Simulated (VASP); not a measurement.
# Si (R-3m) in VASP: single point with LDA

Aim: the single point of Si with LDA.

Program: VASP 6.6.1. These are calculated values, not measurements. Logs are shortened: lines on timing, memory, paths and dates and some standing lists are left out, and cuts for length are marked.

### Step 1. The cell of the first run

It takes space group R-3m (No. 166, trigonal). Conventional cell: a = 2.608 Å, b = 2.608 Å, c = 29.649 Å, α = 90.00°, β = 90.00°, γ = 120.00°. Si (site symmetry 3m) has 10 Si at 2.47 to 2.89 Å within 3.3 Å. Si (site symmetry 3m) has 8 Si at 2.47 to 2.61 Å within 3.3 Å.

### Step 2. Single point, LDA (the part above a cut slid along it)

Contents of INCAR:

```
SYSTEM = Si
PREC = Accurate
ENCUT = 520
EDIFF = 1E-7
ISMEAR = 0
SIGMA = 0.15
LREAL = .FALSE.
LASPH = .TRUE.
NELM = 80
ALGO = Normal
ISIF = 2
LWAVE = .FALSE.
LCHARG = .FALSE.
GGA = CA
NBANDS = 16
```

Contents of KPOINTS:

```
regular mesh
0
G
  26 26 6
  0 0 0
```

Contents of POSCAR:

```
Si
1.0
   -2.6084914272      0.0000000000      0.0000000000
   -1.3042457136     -2.2590198415      0.0000000000
   -1.3041152890     -0.7529313132      9.8830448238
Si
4
Direct
   -0.2916375000     -0.2916375000      0.8750000000
   -0.0416625000     -0.0416625000      0.1250000000
   -0.1249875000     -0.1249875000      0.3750000000
   -0.2083125000     -0.2083125000      0.6250000000
```

Potentials or basis: VASP PAW LDA potentials, release 64 (Si).

On the command line:

```
> cat potpaw_LDA.64/Si/POTCAR > POTCAR
> mpirun -np 1 vasp_std > vasp.out
```

OUTCAR:

```text
SYSTEM = Si
   PREC = Accurate
   ENCUT = 520
   EDIFF = 1E-7
   ISMEAR = 0
   LREAL = .FALSE.
   LASPH = .TRUE.
   NELM = 80
   ISIF = 2
   GGA = CA

 ion  position               nearest neighbor table
   1  0.708  0.708  0.875-   4 2.47   2 2.89   2 2.89   2 2.89
   2  0.958  0.958  0.125-   3 2.47   1 2.89   1 2.89   1 2.89
   3  0.875  0.875  0.375-   2 2.47   4 2.47
   4  0.792  0.792  0.625-   1 2.47   3 2.47

  LATTYP: Found a trigonal (rhomboedric) cell.
 ALAT       =     9.9971094442
 COS(alpha) =     0.9659593017

  Lattice vectors:

 A1 = (  -1.3041152890,  -0.7529313132,   9.8830448238)
 A2 = (   1.3043761382,  -0.7529313132,   9.8830448238)
 A3 = (   0.0001304246,   1.5060885283,   9.8830448238)

Analysis of symmetry for initial positions (statically):
=====================================================================
 Subroutine PRICEL returns:
 Original cell was already a primitive cell.

 Routine SETGRP: Setting up the symmetry group for a
 trigonal (rhombohedral) supercell.

 Subroutine GETGRP returns: Found  4 space group operations
 (whereof  2 operations were pure point group operations)
 out of a pool of 12 trial point group operations.

The static configuration has the point symmetry C_1h.
 The point group associated with its full space group is C_2h.

Analysis of symmetry for dynamics (positions and initial velocities):
=====================================================================
 Subroutine PRICEL returns:
 Original cell was already a primitive cell.

 Routine SETGRP: Setting up the symmetry group for a
 trigonal (rhombohedral) supercell.

 Subroutine GETGRP returns: Found  4 space group operations
 (whereof  2 operations were pure point group operations)
 out of a pool of 12 trial point group operations.

The dynamic configuration has the point symmetry C_1h.
 The point group associated with its full space group is C_2h.

 Subroutine INISYM returns: Found  4 space group operations
 (whereof  2 operations are pure point group operations),
 and found     1 'primitive' translations

----------------------------------------------------------------------------------------

                                     Primitive cell

  volume of cell :      58.2372

  direct lattice vectors                    reciprocal lattice vectors
    -2.608491427  0.000000000  0.000000000    -0.383363345  0.221334931 -0.033724425
    -1.304245714 -2.259019841  0.000000000     0.000000000 -0.442669861 -0.033724425
    -1.304115289 -0.752931313  9.883044824     0.000000000  0.000000000  0.101183392
[... 114 lines left out ...]
   IBRION =     -1    ionic relax: 0-MD 1-quasi-New 2-CG
   NFREE  =      0    steps in history (QN), initial steepest desc. (CG)
   ISIF   =      2    stress and relaxation
   ISYM   =      2    0-nonsym 1-usesym 2-fastsym
   POTIM  = 0.5000    time-step for ionic-motion
   TEBEG  =    0.0;   TEEND  =   0.0 temperature during run
   PSTRESS=    0.0 pullay stress
   NELECT =      16.0000    total number of electrons
   NUPDOWN=      -1.0000    fix difference up-down
   EMIN   =  10.00;   EMAX   =-10.00  energy-range for DOS
   EFERMI =   0.00;   METHOD = LEGACY
   ISMEAR =     0;   SIGMA  =   0.15  broadening in eV -4-tet -1-fermi 0-gaus
   EFERMI_NEDOS =   21; number of points for ismear=-14 and -15
   IALGO  =     38    algorithm
   IMIX   =      4    mixing-type and parameters
     AMIX     =   0.40;   BMIX     =  1.00
     AMIX_MAG =   1.60;   BMIX_MAG =  1.00
  volume/ion in A,a.u.               =      14.56        98.25
  Fermi-wavevector in a.u.,A,eV,Ry     =   1.064261  2.011161 15.410654  1.132651
  Thomas-Fermi vector in A             =   2.199773
   LORBIT       =      0    0 simple, 1 ext, 2 COOP (PROOUT), +10 PAW based schemes
   GGA     = CA    functional components
   LHFCALC =     F    Hartree Fock is set to
   AEXX    =    0.0000 exact exchange contribution
   IVDW    =     0    specifies the selected vdW correction
   LEPSILON=     F    determine dielectric tensor
   LRPA    =     F    only Hartree local field effects (RPA)
 non-spin polarized calculation
 Gauss-broadening in eV      SIGMA  =   0.15
  energy-cutoff  :      520.00
  volume of cell :       58.24
 maximum number of plane-waves:      1594
   NGX =  9   NGY =  9   NGZ = 37

 number of electron      16.0000000 magnetization

 Free energy of the ion-electron system (eV)
  ---------------------------------------------------
  ext. energy  EPLUGINS =         0.00000000
  ---------------------------------------------------
  free energy    TOTEN  =       -22.60925048 eV

  energy without entropy =      -22.59145839  energy(sigma->0) =      -22.60035444

 E-fermi :   9.8008     XC(G=0): -11.1914

 val. band max:        9.7955458699   @ k =  -0.3077   0.4615   0.1667
 cond. band min:       9.8029005248   @ k =   0.3462   0.0385  -0.0000
 fundamental gap:      0.0073546549
 Fermi energy:         9.8008070455

 k-point     1 :       0.0000    0.0000    0.0000
  band No.  band energies     occupation
      1      -4.3966      2.00000
      2      -2.9631      2.00000
      3      -2.9403      2.00000
      4       0.4372      2.00000
      5       2.5530      2.00000
      6       8.5120      2.00000
[... 433 lines left out ...]
      3       1.2108      2.00000
      4       3.8882      2.00000
      5       6.2663      2.00000
      6       6.7791      2.00000
[... 8 lines left out ...]
     15      17.2636      0.00000
     16      17.3803      0.00000

 [... further k-points ...]

------------------------ aborting loop because EDIFF is reached ----------------------------------------

  FORCE on cell =-STRESS in cart. coord.  units (eV):
  Direction    XX          YY          ZZ          XY          YZ          ZX
  --------------------------------------------------------------------------------------
  -------------------------------------------------------------------------------------
  Total       -0.1690232     -0.1728387     -0.5953554      0.0033043      0.0092119      0.0159554
  in kB       -4.6500393     -4.7550092    -16.3789720      0.0909066      0.2534301      0.4389538
  external PRESSURE =      -8.5946735 kB  Pullay stress =       0.0000000 kB

 VOLUME and BASIS-vectors are now :
 -----------------------------------------------------------------------------
  energy-cutoff  :      520.00
  volume of cell :       58.24
      direct lattice vectors                 reciprocal lattice vectors
    -2.608491427  0.000000000  0.000000000    -0.383363345  0.221334931 -0.033724425
    -1.304245714 -2.259019841  0.000000000     0.000000000 -0.442669861 -0.033724425
    -1.304115289 -0.752931313  9.883044824     0.000000000  0.000000000  0.101183392

 POSITION                                       TOTAL-FORCE (eV/Angst)
 -----------------------------------------------------------------------------------
     -3.91274     -2.25902      8.64766         0.000424      0.000245      0.109626
     -3.91274     -2.25902      1.23538        -0.000424     -0.000245     -0.109626
     -3.91274     -2.25902      3.70614        -0.000184     -0.000106      0.035561
     -3.91274     -2.25902      6.17690         0.000184      0.000106     -0.035561
 -----------------------------------------------------------------------------------
    total drift:                               -0.000002     -0.000001     -0.000002

  FREE ENERGIE OF THE ION-ELECTRON SYSTEM (eV)
  ---------------------------------------------------
  free  energy   TOTEN  =       -22.6092504813 eV

  energy  without entropy=      -22.5914583896  energy(sigma->0) =      -22.60035444
```

stdout:

```text
POSCAR found type information on POSCAR Si
 POSCAR found :  1 types and       4 ions
 scaLAPACK will be used
 LDA part: xc-table for (Slater(with rela. corr.)+CA(PZ))
 , standard interpolation
 -----------------------------------------------------------------------------
|                                                                             |
|           W    W    AA    RRRRR   N    N  II  N    N   GGGG   !!!           |
|           W    W   A  A   R    R  NN   N  II  NN   N  G    G  !!!           |
|           W    W  A    A  R    R  N N  N  II  N N  N  G       !!!           |
|           W WW W  AAAAAA  RRRRR   N  N N  II  N  N N  G  GGG   !            |
|           WW  WW  A    A  R   R   N   NN  II  N   NN  G    G                |
|           W    W  A    A  R    R  N    N  II  N    N   GGGG   !!!           |
|                                                                             |
|     Your reciprocal lattice and k-lattice belong to different lattice       |
|     classes:                                                                |
|                                                                             |
|        The reciprocal lattice is rhombohedral (trigonal),                   |
|        whereas your k-lattice is base-centered monoclinic.                  |
|                                                                             |
|     Results are often still useful ...                                      |
|                                                                             |
 -----------------------------------------------------------------------------

 POSCAR, INCAR and KPOINTS ok, starting setup
 FFT: planning ... GRIDC
 FFT: planning ... GRID_SOFT
 FFT: planning ... GRID
 WAVECAR not read
 entering main loop
```

Wall time 28 min (1 thread of Intel Xeon 8259CL, shared host); peak memory 0.72 GiB.

Results:

```yaml
Free_energy: -22.6093 eV
Pressure: -0.9 GPa
Largest_force: 0.110 eV/Å
Band_gap_on_the_k_mesh: zero (bands 8 and 9 overlap by 10.29 eV)
```

Forces on the atoms (eV/Å):
```
Si   0.000  0.000  0.110
Si   0.000  0.000 -0.110
Si   0.000  0.000  0.036
Si   0.000  0.000 -0.036
```

Stress tensor (GPa, compression positive):
```
-0.47  0.01  0.04
 0.01 -0.48  0.03
 0.04  0.03 -1.64
```

Levels at points of the mesh, in eV from the Fermi level:
| k point | band 6 | band 7 | band 8 | band 9 | band 10 | band 11 |
| --- | --- | --- | --- | --- | --- | --- |
| (0.00, 0.00, 0.00) | -1.29 | -1.16 | 7.61 | 7.75 | 10.67 | 10.67 |
| (0.50, 0.00, 0.00) | -5.24 | -3.37 | -2.36 | -1.31 | 1.26 | 3.70 |
| (0.50, 0.50, 0.00) | -4.76 | -3.80 | -3.27 | 0.02 | 1.10 | 3.35 |
| (0.00, 0.00, 0.50) | -4.91 | 2.94 | 3.18 | 10.50 | 10.50 | 11.30 |
| (0.50, 0.00, 0.50) | -4.76 | -3.80 | -3.27 | 0.02 | 1.10 | 3.35 |
| (0.50, 0.50, 0.50) | -5.24 | -3.37 | -2.36 | -1.30 | 1.26 | 3.70 |

Caveat: the cell differs from its parent crystal (the part above a cut slid along it).
